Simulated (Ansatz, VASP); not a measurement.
**One calculation of Rh, two programs**

File POSCAR:

```
Rh
1.0
    2.6561206326      0.0000000000      0.0000000000
   -1.3280603163      2.3002698329      0.0000000000
    0.0000000000      0.0000000000      4.3070998910
Rh
2
Direct
    0.6666666667      0.3333333333      0.7500000000
    0.3333333333      0.6666666667      0.2500000000
```

Contents of INCAR.step1:

```
PREC = Accurate ; ENCUT = 520
ISMEAR = -1 ; SIGMA = 0.2
LREAL = F ; LASPH = T
NELM = 60 ; NBANDS = 22
GGA = PE ; ALGO = Normal
EDIFF = 1E-4 ; LWAVE = T
LCHARG = F
```

INCAR.step2

```
PREC = Accurate ; ENCUT = 520
EDIFF = 1E-6 ; ISMEAR = -1
SIGMA = 0.2 ; LREAL = F
LASPH = T ; NELM = 60
ALGO = Normal ; ISIF = 2
LWAVE = F ; LCHARG = T
METAGGA = R2SCAN ; LMIXTAU = T
LELF = T ; LVHAR = T
NBANDS = 22 ; ISTART = 1
```

File KPOINTS:

```
Automatic mesh
0
Gamma
  10 10 5
```

Input for Ansatz:

```yaml
crystal:
  lattice:
    - [2.6561206326271716, 0.0, 0.0]
    - [-1.3280603163135858, 2.3002698328902165, 0.0]
    - [0.0, 0.0, 4.307099891021942]
  atoms:
    - { symbol: Rh, position: [0.6666666666666666, 0.3333333333333333, 0.75] }
    - { symbol: Rh, position: [0.3333333333333333, 0.6666666666666666, 0.25] }
accuracy: low
basis:
  ecutwfc: 500.0
kpoints:
  mp_grid:
    grid: [10, 10, 5]
hamiltonian:
  xc: r2scan
scf:
  convergence:
    dr2_threshold: 1.0e-07
  mixing:
    algorithm: msr1
  occupations:
    method: fermi_dirac
    width: 0.2
output:
  stress: true
```

Alike in both runs: task single point; functional r2SCAN; k mesh 10 × 10 × 5; occupations fermi-dirac, width 0.2 eV; no spin polarisation.

```csv
,VASP,Ansatz
version,VASP 6.6.1,Ansatz 0.2.0
potentials or method,"VASP PAW PBE potentials, release 64 (Rh_pv), cutoff 520 eV","plane waves, PAW"
valence electrons in the cell,30,34
```

VASP gave:

```
pressure (GPa)                                                : 17.6
traceless stress, the component that is largest in VASP (GPa) : -0.40
```

Task: Estimate Ansatz's values.

Result: Pressure (GPa): 16.0; traceless stress, the component that is largest in VASP (GPa): -0.42.

VASP's potentials were made for PBE, not for r2SCAN. The functional is the same, so the differences come from potentials, cutoffs and numerics. VASP's potentials hold 30 valence electrons a cell and Ansatz's 34, so a difference there can come from the potentials and not from the codes. Ansatz's warnings: stress scf threshold loose, structure snapped to symmetry.
